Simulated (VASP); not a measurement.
# MgO (Periclase) (Fm-3m) in VASP: notebook

Runs on MgO (Periclase). Level: PBE. Tasks: single point.

Program: VASP 6.6.1. These are calculated values, not measurements. Logs are shortened: lines on timing, memory, paths and dates and some standing lists are left out, and cuts for length are marked.

## 1. The cell of the first run

Symmetry: Fm-3m, No. 225, cubic system. Conventional cell: a = 3.883 Å, b = 3.883 Å, c = 3.883 Å, α = 90.00°, β = 90.00°, γ = 90.00°. Within 2.6 Å of Mg (site symmetry m-3m) lie 6 O at 1.94 Å. O (site symmetry m-3m) has 6 Mg at 1.94 Å within 2.6 Å.

## 2. Single point, PBE (volume scaled by 0.760)

Input file INCAR:

```
SYSTEM = MgO
PREC = Accurate
ENCUT = 520
EDIFF = 1E-6
ISMEAR = 0
SIGMA = 0.05
LREAL = .False.
LASPH = .True.
NELM = 100
ALGO = Normal
ISIF = 2
LWAVE = .False.
LCHARG = .False.
GGA = PE
NBANDS = 11
```

Input file KPOINTS:

```
regular mesh
0
Gamma
  10 10 10
  0 0 0
```

Input file POSCAR:

```
MgO
1.0
    0.0000000000      1.9415328140      1.9415328140
    1.9415328140      0.0000000000      1.9415328140
    1.9415328140      1.9415328140      0.0000000000
Mg O
1 1
Direct
    0.0000000000      0.0000000000      0.0000000000
    0.5000000000      0.5000000000      0.5000000000
```

Potentials or basis: VASP PAW PBE potentials, release 64 (Mg, O).

On the command line:

```bash
cat potpaw_PBE.64/Mg/POTCAR potpaw_PBE.64/O/POTCAR > POTCAR
mpirun -np 1 vasp_std > vasp.out
```

OUTCAR:

```text
SYSTEM = MgO
   PREC = Accurate
   ENCUT = 520
   EDIFF = 1E-6
   ISMEAR = 0
   LREAL = .False.
   LASPH = .True.
   NELM = 100
   ISIF = 2
   GGA = PE

 ion  position               nearest neighbor table
   1  0.000  0.000  0.000-   2 1.94   2 1.94   2 1.94   2 1.94   2 1.94   2 1.94
   2  0.500  0.500  0.500-   1 1.94   1 1.94   1 1.94   1 1.94   1 1.94   1 1.94

  LATTYP: Found a face centered cubic cell.
 ALAT       =     3.8830656280

  Lattice vectors:

 A1 = (   0.0000000000,   1.9415328140,   1.9415328140)
 A2 = (   1.9415328140,   0.0000000000,   1.9415328140)
 A3 = (   1.9415328140,   1.9415328140,   0.0000000000)

Analysis of symmetry for initial positions (statically):
=====================================================================
 Subroutine PRICEL returns:
 Original cell was already a primitive cell.

 Routine SETGRP: Setting up the symmetry group for a
 face centered cubic supercell.

 Subroutine GETGRP returns: Found 48 space group operations
 (whereof 48 operations were pure point group operations)
 out of a pool of 48 trial point group operations.

The static configuration has the point symmetry O_h .

Analysis of symmetry for dynamics (positions and initial velocities):
=====================================================================
 Subroutine PRICEL returns:
 Original cell was already a primitive cell.

 Routine SETGRP: Setting up the symmetry group for a
 face centered cubic supercell.

 Subroutine GETGRP returns: Found 48 space group operations
 (whereof 48 operations were pure point group operations)
 out of a pool of 48 trial point group operations.

The dynamic configuration has the point symmetry O_h .

 Subroutine INISYM returns: Found 48 space group operations
 (whereof 48 operations are pure point group operations),
 and found     1 'primitive' translations

----------------------------------------------------------------------------------------

                                     Primitive cell

  volume of cell :      14.6374

  direct lattice vectors                    reciprocal lattice vectors
     0.000000000  1.941532814  1.941532814    -0.257528483  0.257528483  0.257528483
     1.941532814  0.000000000  1.941532814     0.257528483 -0.257528483  0.257528483
     1.941532814  1.941532814  0.000000000     0.257528483  0.257528483 -0.257528483

  length of vectors
     2.745742037  2.745742037  2.745742037     0.446052417  0.446052417  0.446052417

  position of ions in fractional coordinates (direct lattice)
     0.000000000  0.000000000  0.000000000
     0.500000000  0.500000000  0.500000000

  ion indices of the primitive-cell ions
   primitive index   ion index
                 1           1
                 2           2

----------------------------------------------------------------------------------------

 KPOINTS: regular mesh

Automatic generation of k-mesh.
 Grid dimensions read from file:
 generate k-points for:   10   10   10

 Generating k-lattice:

  Cartesian coordinates                     Fractional coordinates (reciprocal lattice)
    -0.025752848  0.025752848  0.025752848     0.100000000  0.000000000  0.000000000
     0.025752848 -0.025752848  0.025752848     0.000000000  0.100000000  0.000000000
     0.025752848  0.025752848 -0.025752848     0.000000000  0.000000000  0.100000000

  Length of vectors
     0.044605242  0.044605242  0.044605242

  Shift w.r.t. Gamma in fractional coordinates (k-lattice)
     0.000000000  0.000000000  0.000000000

 Subroutine IBZKPT returns following result:
 ===========================================

 Found     47 irreducible k-points:

 Following reciprocal coordinates:
            Coordinates               Weight
  0.000000  0.000000  0.000000      1.000000
  0.100000  0.000000  0.000000      8.000000
  0.200000  0.000000  0.000000      8.000000
  0.300000  0.000000  0.000000      8.000000
  0.400000  0.000000  0.000000      8.000000
  0.500000  0.000000  0.000000      4.000000
[... 16 lines left out ...]
  0.300000  0.300000  0.000000      6.000000
  0.400000  0.300000  0.000000     24.000000
 [... further k-points ...]
   k-points           NKPTS =     47   k-points in BZ     NKDIM =     47   number of bands    NBANDS=     11
   number of dos      NEDOS =    301   number of ions     NIONS =      2
   total plane-waves  NPLWV =   8000
   dimension x,y,z NGX =    20 NGY =   20 NGZ =   20
   dimension x,y,z NGXF=    40 NGYF=   40 NGZF=   40
   ions per type =               1   1
   NGX,Y,Z   is equivalent  to a cutoff of  12.11, 12.11, 12.11 a.u.
   NGXF,Y,Z  is equivalent  to a cutoff of  24.22, 24.22, 24.22 a.u.
 SYSTEM =  MgO
   PREC   = accura    normal or accurate (medium, high low for compatibility)
   ISTART =      0    job   : 0-new  1-cont  2-samecut
   ICHARG =      2    charge: 1-file 2-atom 10-const
   ISPIN  =      1    spin polarized calculation?
   LNONCOLLINEAR =      F non collinear calculations
   LSORBIT =      F    spin-orbit coupling
   LASPH  =      T    aspherical Exc in radial PAW
   ENCUT  =  520.0 eV  38.22 Ry    6.18 a.u.   5.11  5.11  5.11*2*pi/ulx,y,z
   NELM   =    100;   NELMIN=  2; NELMDL= -5     # of ELM steps
   EDIFF  = 0.1E-05   stopping-criterion for ELM
   LREAL  =      F    real-space projection
   EDIFFG = 0.1E-04   stopping-criterion for IOM
   NSW    =      0    number of steps for IOM
   IBRION =     -1    ionic relax: 0-MD 1-quasi-New 2-CG
   NFREE  =      0    steps in history (QN), initial steepest desc. (CG)
   ISIF   =      2    stress and relaxation
   ISYM   =      2    0-nonsym 1-usesym 2-fastsym
   POTIM  = 0.5000    time-step for ionic-motion
   TEBEG  =    0.0;   TEEND  =   0.0 temperature during run
   PSTRESS=    0.0 pullay stress
   NELECT =       8.0000    total number of electrons
   NUPDOWN=      -1.0000    fix difference up-down
   EMIN   =  10.00;   EMAX   =-10.00  energy-range for DOS
   EFERMI =   0.00;   METHOD = LEGACY
   ISMEAR =     0;   SIGMA  =   0.05  broadening in eV -4-tet -1-fermi 0-gaus
   EFERMI_NEDOS =   21; number of points for ismear=-14 and -15
   IALGO  =     38    algorithm
   IMIX   =      4    mixing-type and parameters
     AMIX     =   0.40;   BMIX     =  1.00
     AMIX_MAG =   1.60;   BMIX_MAG =  1.00
  volume/ion in A,a.u.               =       7.32        49.39
  Fermi-wavevector in a.u.,A,eV,Ry     =   1.338495  2.529389 24.375775  1.791569
  Thomas-Fermi vector in A             =   2.466961
   LORBIT       =      0    0 simple, 1 ext, 2 COOP (PROOUT), +10 PAW based schemes
   GGA     = PE    functional components
   LHFCALC =     F    Hartree Fock is set to
   AEXX    =    0.0000 exact exchange contribution
   IVDW    =     0    specifies the selected vdW correction
   LEPSILON=     F    determine dielectric tensor
   LRPA    =     F    only Hartree local field effects (RPA)
 non-spin polarized calculation
 Gauss-broadening in eV      SIGMA  =   0.05
  energy-cutoff  :      520.00
  volume of cell :       14.64
 maximum number of plane-waves:       411
   NGX = 11   NGY = 11   NGZ = 11

 number of electron       7.9999993 magnetization

 Free energy of the ion-electron system (eV)
  ---------------------------------------------------
  ext. energy  EPLUGINS =         0.00000000
  ---------------------------------------------------
  free energy    TOTEN  =       -11.10699446 eV

  energy without entropy =      -11.10699446  energy(sigma->0) =      -11.10699446

 E-fermi :   5.5782     XC(G=0): -12.2946

 val. band max:        5.2858302945   @ k =   0.0000   0.0000   0.0000
 cond. band min:      12.7777181737   @ k =   0.0000   0.0000   0.0000
 fundamental gap:      7.4918878792
 Fermi energy:         5.5781942638

 k-point     1 :       0.0000    0.0000    0.0000
  band No.  band energies     occupation
      1     -13.4246      2.00000
      2       5.2858      2.00000
      3       5.2858      2.00000
      4       5.2858      2.00000
      5      12.7777      0.00000
      6      22.4343      0.00000
      7      22.4343      0.00000
      8      22.4343      0.00000
      9      27.0506      0.00000
     10      29.1390      0.00000
     11      29.1390      0.00000

 k-point     2 :       0.1000    0.0000    0.0000
  band No.  band energies     occupation
      1     -13.2676      2.00000
      2       4.5740      2.00000
      3       5.1819      2.00000
      4       5.1819      2.00000
      5      13.3750      0.00000
      6      21.1082      0.00000
      7      22.7715      0.00000
      8      22.7715      0.00000
      9      28.7189      0.00000
     10      28.7189      0.00000
     11      29.1468      0.00000

 k-point     3 :       0.2000    0.0000    0.0000
  band No.  band energies     occupation
      1     -12.8310      2.00000
      2       2.9911      2.00000
      3       4.9206      2.00000
      4       4.9206      2.00000
      5      14.4765      0.00000
      6      19.7076      0.00000
      7      23.5721      0.00000
      8      23.5721      0.00000
      9      28.2142      0.00000
     10      28.2142      0.00000
     11      31.6222      0.00000

 k-point     4 :       0.3000    0.0000    0.0000
  band No.  band energies     occupation
      1     -12.2229      2.00000
      2       1.2858      2.00000
      3       4.6165      2.00000
      4       4.6165      2.00000
      5      15.0061      0.00000
      6      19.6329      0.00000
      7      24.1869      0.00000
      8      24.1869      0.00000
      9      28.6611      0.00000
     10      28.6611      0.00000
     11      31.3018      0.00000

 k-point     5 :       0.4000    0.0000    0.0000
  band No.  band energies     occupation
      1     -11.6528      2.00000
      2      -0.0271      2.00000
      3       4.3837      2.00000
      4       4.3837      2.00000
      5      14.9298      0.00000
      6      20.4030      0.00000
      7      24.2853      0.00000
      8      24.2853      0.00000
      9      30.1103      0.00000
     10      30.1103      0.00000
     11      30.5712      0.00000
[... 211 lines left out ...]
 k-point    21 :      -0.3000    0.2000    0.0000
  band No.  band energies     occupation
      1     -11.5493      2.00000
      2       0.7250      2.00000
      3       2.9077      2.00000
      4       4.3106      2.00000
      5      16.7673      0.00000
      6      19.0804      0.00000
      7      22.5746      0.00000
      8      25.6878      0.00000
      9      27.9235      0.00000
     10      29.6654      0.00000
     11      34.9802      0.00000

 k-point    22 :      -0.2000    0.2000    0.0000
  band No.  band energies     occupation
      1     -12.0487      2.00000
      2       1.5411      2.00000
      3       3.5092      2.00000
      4       4.5875      2.00000
      5      16.3758      0.00000
      6      18.5233      0.00000
      7      23.3340      0.00000
      8      25.5947      0.00000
      9      26.2653      0.00000
     10      29.6838      0.00000
     11      34.7945      0.00000

 k-point    23 :       0.3000    0.3000    0.0000
  band No.  band energies     occupation
      1     -11.9368      2.00000
      2       1.4222      2.00000
      3       4.0720      2.00000
      4       4.0720      2.00000
      5      16.1144      0.00000
      6      17.0382      0.00000
      7      22.6458      0.00000
      8      26.3467      0.00000
      9      26.3467      0.00000
     10      32.2758      0.00000
     11      38.1492      0.00000

 k-point    24 :       0.4000    0.3000    0.0000
  band No.  band energies     occupation
      1     -11.5509      2.00000
      2       0.8370      2.00000
      3       3.5894      2.00000
      4       3.8788      2.00000
      5      15.8081      0.00000
      6      17.9103      0.00000
      7      21.7257      0.00000
      8      26.8898      0.00000
      9      27.1598      0.00000
     10      33.3132      0.00000
     11      37.6236      0.00000

 [... further k-points ...]

------------------------ aborting loop because EDIFF is reached ----------------------------------------

  FORCE on cell =-STRESS in cart. coord.  units (eV):
  Direction    XX          YY          ZZ          XY          YZ          ZX
  --------------------------------------------------------------------------------------
  -------------------------------------------------------------------------------------
  Total        6.5341020      6.5341020      6.5341020      0.0000000      0.0000000     -0.0000000
  in kB      715.2078780    715.2078780    715.2078780      0.0000000      0.0000000     -0.0000000
  external PRESSURE =     715.2078780 kB  Pullay stress =       0.0000000 kB

 VOLUME and BASIS-vectors are now :
 -----------------------------------------------------------------------------
  energy-cutoff  :      520.00
  volume of cell :       14.64
      direct lattice vectors                 reciprocal lattice vectors
     0.000000000  1.941532814  1.941532814    -0.257528483  0.257528483  0.257528483
     1.941532814  0.000000000  1.941532814     0.257528483 -0.257528483  0.257528483
     1.941532814  1.941532814  0.000000000     0.257528483  0.257528483 -0.257528483

 POSITION                                       TOTAL-FORCE (eV/Angst)
 -----------------------------------------------------------------------------------
      0.00000      0.00000      0.00000        -0.000000     -0.000000      0.000000
      1.94153      1.94153      1.94153         0.000000      0.000000     -0.000000
 -----------------------------------------------------------------------------------
    total drift:                                0.000000      0.000000      0.000000

  FREE ENERGIE OF THE ION-ELECTRON SYSTEM (eV)
  ---------------------------------------------------
  free  energy   TOTEN  =       -11.1069944637 eV

  energy  without entropy=      -11.1069944637  energy(sigma->0) =      -11.10699446
```

Wall time 5.6 s (1 thread of Intel Xeon 6975P-C, shared host); peak memory 0.13 GiB.

What came out:

| Item | Value |
| --- | --- |
| Free energy | -11.1070 eV |
| Pressure | 71.5 GPa |
| Band gap on the k mesh | 7.49 eV, direct |

Levels at points of the mesh, in eV from the valence-band top:
| k point | band 1 | band 2 | band 3 | band 4 | band 5 | band 6 | band 7 | band 8 |
| --- | --- | --- | --- | --- | --- | --- | --- | --- |
| (0.00, 0.00, 0.00) | -18.71 | 0.00 | 0.00 | 0.00 | 7.49 | 17.15 | 17.15 | 17.15 |
| (0.50, 0.00, 0.00) | -16.70 | -5.82 | -0.99 | -0.99 | 9.56 | 15.53 | 18.97 | 18.97 |
| (0.50, 0.50, 0.00) | -16.37 | -5.17 | -1.72 | -1.72 | 9.28 | 12.92 | 15.93 | 23.05 |

## 3. Single point, PBE (volume scaled by 0.840)

Input file INCAR:

```
ALGO = Normal
EDIFF = 1E-7
ENCUT = 520
GGA = PE
ISIF = 2
ISMEAR = 0
LASPH = True
LCHARG = True
LELF = True
LREAL = False
LVHAR = True
LWAVE = False
NBANDS = 11
NELM = 60
PREC = Accurate
SIGMA = 0.05
```

Input file KPOINTS:

```
k-points
0
Gamma
  10 10 10
```

Input file POSCAR:

```
MgO
1.0
    0.0000000000      2.0073971332      2.0073971332
    2.0073971332      0.0000000000      2.0073971332
    2.0073971332      2.0073971332      0.0000000000
Mg O
1 1
Direct
    0.0000000000      0.0000000000      0.0000000000
    0.5000000000      0.5000000000      0.5000000000
```

Potentials or basis: VASP PAW PBE potentials, release 64 (Mg, O).

On the command line:

```bash
cat potpaw_PBE.64/Mg/POTCAR potpaw_PBE.64/O/POTCAR > POTCAR
mpirun -np 1 vasp_std > vasp.out
```

OUTCAR:

```text
EDIFF = 1E-7
   ENCUT = 520
   GGA = PE
   ISIF = 2
   ISMEAR = 0
   LASPH = True
   LREAL = False
   NELM = 60
   PREC = Accurate

 ion  position               nearest neighbor table
   1  0.000  0.000  0.000-   2 2.01   2 2.01   2 2.01   2 2.01   2 2.01   2 2.01
   2  0.500  0.500  0.500-   1 2.01   1 2.01   1 2.01   1 2.01   1 2.01   1 2.01

  LATTYP: Found a face centered cubic cell.
 ALAT       =     4.0147942664

  Lattice vectors:

 A1 = (   0.0000000000,   2.0073971332,   2.0073971332)
[... 523 lines left out ...]
------------------------ aborting loop because EDIFF is reached ----------------------------------------

  FORCE on cell =-STRESS in cart. coord.  units (eV):
  Direction    XX          YY          ZZ          XY          YZ          ZX
  --------------------------------------------------------------------------------------
  -------------------------------------------------------------------------------------
  Total        3.6781551      3.6781551      3.6781551      0.0000000      0.0000000      0.0000000
  in kB      364.2593665    364.2593665    364.2593665      0.0000000      0.0000000      0.0000000
  external PRESSURE =     364.2593665 kB  Pullay stress =       0.0000000 kB

 VOLUME and BASIS-vectors are now :
 -----------------------------------------------------------------------------
  energy-cutoff  :      520.00
  volume of cell :       16.18
      direct lattice vectors                 reciprocal lattice vectors
     0.000000000  2.007397133  2.007397133    -0.249078766  0.249078766  0.249078766
     2.007397133  0.000000000  2.007397133     0.249078766 -0.249078766  0.249078766
     2.007397133  2.007397133  0.000000000     0.249078766  0.249078766 -0.249078766

 POSITION                                       TOTAL-FORCE (eV/Angst)
 -----------------------------------------------------------------------------------
      0.00000      0.00000      0.00000         0.000000     -0.000000      0.000000
      2.00740      2.00740      2.00740        -0.000000      0.000000      0.000000
 -----------------------------------------------------------------------------------
    total drift:                               -0.000000     -0.000000      0.000000

  FREE ENERGIE OF THE ION-ELECTRON SYSTEM (eV)
  ---------------------------------------------------
  free  energy   TOTEN  =       -11.6156891900 eV

  energy  without entropy=      -11.6156891900  energy(sigma->0) =      -11.61568919
```

stdout:

```text
POSCAR found type information on POSCAR MgO
 POSCAR found :  2 types and       2 ions
 scaLAPACK will be used
 LDA part: xc-table for (Slater+PW92), standard interpolation
 POSCAR, INCAR and KPOINTS ok, starting setup
 FFT: planning ... GRIDC
 FFT: planning ... GRID_SOFT
 FFT: planning ... GRID
 WAVECAR not read
 entering main loop
```

Run time: 7.1 s. Hardware: 1 thread of Intel Xeon 6975P-C, shared host; peak memory 0.14 GiB.

Results:

- Free energy: -11.6157 eV
- Pressure: 36.4 GPa
- Band gap on the k mesh: 6.26 eV, direct

Levels at points of the mesh, in eV from the valence-band top:
| k point | band 1 | band 2 | band 3 | band 4 | band 5 | band 6 | band 7 | band 8 | band 9 |
| --- | --- | --- | --- | --- | --- | --- | --- | --- | --- |
| (0.00, 0.00, 0.00) | -18.07 | 0.00 | 0.00 | 0.00 | 6.26 | 16.61 | 16.61 | 16.61 | 20.92 |
| (0.50, 0.00, 0.00) | -16.38 | -5.29 | -0.83 | -0.83 | 8.85 | 14.30 | 17.85 | 17.85 | 23.20 |
| (0.50, 0.50, 0.00) | -16.08 | -4.70 | -1.56 | -1.56 | 9.25 | 11.64 | 14.71 | 21.29 | 21.29 |
